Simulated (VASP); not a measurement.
A run of VASP 6.6.1:

Contents of INCAR:

```
SYSTEM = Si2Mo
PREC = Accurate ; ENCUT = 520
EDIFF = 1E-6 ; ISMEAR = 0
SIGMA = 0.1 ; LREAL = .FALSE.
LASPH = .TRUE. ; NELM = 60
ALGO = Normal ; ISIF = 2
LWAVE = .FALSE. ; LCHARG = .FALSE.
GGA = PS ; NBANDS = 18
```

KPOINTS

```
regular mesh
0
G
  18 18 18
  0 0 0
```

Contents of POSCAR:

```
Si2Mo
1.0
   -1.5235698617      1.5235698617      3.7718292198
    1.5235698617     -1.5235698617      3.7718292198
    1.5235698617      1.5235698617     -3.7718292198
Si Mo
2 1
Direct
    0.3334413114      0.3334413114      0.0000000000
    0.6665586886      0.6665586886      0.0000000000
    0.0000000000      0.0000000000      0.0000000000
```

Potentials or basis: VASP PAW PBE potentials, release 64 (Si, Mo_sv).

The run is started by

```console
$ cat potpaw_PBE.64/Si/POTCAR potpaw_PBE.64/Mo_sv/POTCAR > POTCAR
$ mpirun -np 1 vasp_std > vasp.out
```

Hardware: 1 thread of Intel(R) Xeon(R) Platinum 8488C (Sapphire Rapids) (shared host).

**Question.** How long does it take, and how much memory?

**Answer.** It took 2.4 min on 1 thread of Intel(R) Xeon(R) Platinum 8488C (Sapphire Rapids), on a shared host, peak memory 0.4 GiB. Counts: scf iterations 12, k points 480.
